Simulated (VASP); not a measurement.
Set up this calculation in VASP 6.6.1, as the native input.

| Quantity | Value |
| --- | --- |
| Task | relaxation of cell and atoms |
| Functional | PBEsol |
| Potentials or basis | VASP PAW PBE potentials, release 64 (Hf_pv) |
| Cutoff | 600 eV |
| k mesh | 6 × 6 × 4 |
| Occupations | gaussian, width 0.1 eV |
| Spin | no spin polarisation |
| Dipole correction | no |
| Further INCAR settings | ALGO = Fast; EDIFF = 1e-07; IBRION = 2; EDIFFG = -0.05; NSW = 80; ISIF = 3 |

The structure of Hf lies in POSCAR:

```
Hf
1.0
    3.0870934834      0.0000000000      0.0000000000
   -1.5435467417      2.6735013805      0.0000000000
    0.0000000000      0.0000000000      4.8864448647
Hf
2
Direct
    0.3333333333      0.6666666667      0.2500000000
    0.6666666667      0.3333333333      0.7500000000
```

These files were run (other wordings do the same):

INCAR

```
PREC     = Accurate       # precision mode
ENCUT    = 600            # plane-wave cutoff, eV
EDIFF    = 1E-7           # SCF threshold, eV
ISMEAR   = 0              # smearing method
SIGMA    = 0.1            # smearing width, eV
LREAL    = False          # projectors in reciprocal space
LASPH    = True           # aspherical terms in the spheres
NELM     = 100            # most SCF steps
ALGO     = Fast           # electronic algorithm
ISIF     = 3              # what is computed and relaxed
LWAVE    = False          # write WAVECAR
LCHARG   = False          # write CHGCAR
GGA      = PS             # functional
IBRION   = 2              # ionic algorithm
NSW      = 80             # ionic steps
EDIFFG   = -0.05          # ionic threshold
```

KPOINTS

```
Automatic mesh
0
Gamma
  6 6 4
```

Potentials or basis: VASP PAW PBE potentials, release 64 (Hf_pv).

Run with:

```bash
$ cat potpaw_PBE.64/Hf_pv/POTCAR > POTCAR
$ mpirun -np 1 vasp_std > vasp.out
```

Results of the run:

```
Relaxed volume                        : 21.56 Å³/atom
Relaxed cell                          : a = 3.155 Å, b = 3.155 Å, c = 5.002 Å, α = 90.00°, β = 90.00°, γ = 120.00°
Space group after relaxing (to 0.1 Å) : P6_3/mmc (No. 194)
Energy gained by relaxing             : 32.6 meV/atom
Ionic steps                           : 3
Pressure after relaxing               : -0.1 GPa
Band gap on the k mesh                : zero (bands 10 and 11 overlap by 1.32 eV)
```

Caveat: the k points lie up to 0.38 Å⁻¹ apart in the final cell, too coarse for converged energies and pressures of a metal; the PAW data sets were made with another functional, which shifts forces and pressure a little; spin-orbit coupling is left out, which moves the levels of the heavy elements.

It took 64 s on 1 thread of Intel Xeon 8259CL (shared host), peak memory 0.19 GiB.
